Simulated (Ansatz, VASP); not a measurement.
## Two plane-wave programs on YNb4N

```
CELL_PARAMETERS angstrom
3.89093 0.00000 0.00000
0.00000 3.89093 0.00000
0.00000 0.00000 7.87740
ATOMIC_POSITIONS crystal
Y 0.50000 0.50000 0.50000
Nb 0.00000 0.50000 0.83370
Nb 0.50000 0.00000 0.83370
Nb 0.00000 0.50000 0.16630
Nb 0.50000 0.00000 0.16630
N 0.00000 0.00000 0.00000
```

Change from the starting cell: species swapped into the MgTiH4 type (P4/mmm, No. 123).

Alike in both runs: functional PBE; k mesh 4 × 4 × 4; occupations gaussian, width 0.1 eV; no spin polarisation.

Ansatz relaxed the structure, and its values are those at the end. VASP's run is a single point on that final structure, the one shown.

|  | VASP | Ansatz |
| --- | --- | --- |
| version | VASP 6.6.1 | Ansatz 0.2.0 |
| potentials or method | VASP PAW PBE potentials, release 64 (Y_sv, Nb_sv, N), cutoff 520 eV | scalar-relativistic, plane waves, PAW |
| valence electrons in the cell | 68 | 68 |

|  | VASP | Ansatz | Ansatz less VASP |
| --- | --- | --- | --- |
| gap on the k mesh at the Fermi level (eV) | none | none | - |
| pressure (GPa) | -0.3 | 0.0 | +0.22 |
| rms of the force components (eV/Å) | 0.003 | 0.006 | +0.0023 |

A gap of «none» marks a metal or a gap that the smearing closes. With one functional, cell and mesh, what is left measures potentials, basis and numerics.

The k mesh is coarse, so the values compare programs but aren't converged.
